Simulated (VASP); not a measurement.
Wanted: the native input for a VASP 6.6.1 run.

- Task: single point
- Functional: LDA
- Potentials or basis: VASP PAW LDA potentials, release 64 (In_d)
- Cutoff: 520 eV
- k mesh: 22 × 22 × 22
- Occupations: gaussian, width 0.15 eV
- Spin: no spin polarisation
- Dipole correction: no
- Further INCAR settings: ALGO = Fast; EDIFF = 1e-06; NBANDS = 12

The structure of In lies in POSCAR:

```
In
1.0
   -1.4927609187      1.4927609187      2.6445752436
    1.4927609187     -1.4927609187      2.6445752436
    1.4927609187      1.4927609187     -2.6445752436
In
1
Direct
    0.0000000000      0.0000000000      0.0000000000
```

This cell differs from its parent crystal: volume 23.572 Å^3 an atom, c/a of the conventional cell 1.7716.

These files were run (other wordings do the same):

INCAR

```
SYSTEM = In
PREC = Accurate ; ENCUT = 520
EDIFF = 1E-6 ; ISMEAR = 0
SIGMA = 0.15 ; LREAL = .FALSE.
LASPH = .TRUE. ; NELM = 60
ALGO = Fast ; ISIF = 2
LWAVE = .FALSE. ; LCHARG = .FALSE.
NBANDS = 12
```

KPOINTS

```
Automatic mesh
0
G
  22 22 22
  0 0 0
```

Potentials or basis: VASP PAW LDA potentials, release 64 (In_d).

Command:

```console
$ cat potpaw_LDA.64/In_d/POTCAR > POTCAR
$ mpirun -np 1 vasp_std > vasp.out
```

It gave:

- Pressure: 2.9 GPa

It took 4.7 min on 1 thread of Intel(R) Xeon(R) Platinum 8259CL CPU @ 2.50GHz (Skylake/Cascade Lake), on a shared host, peak memory 0.33 GiB.
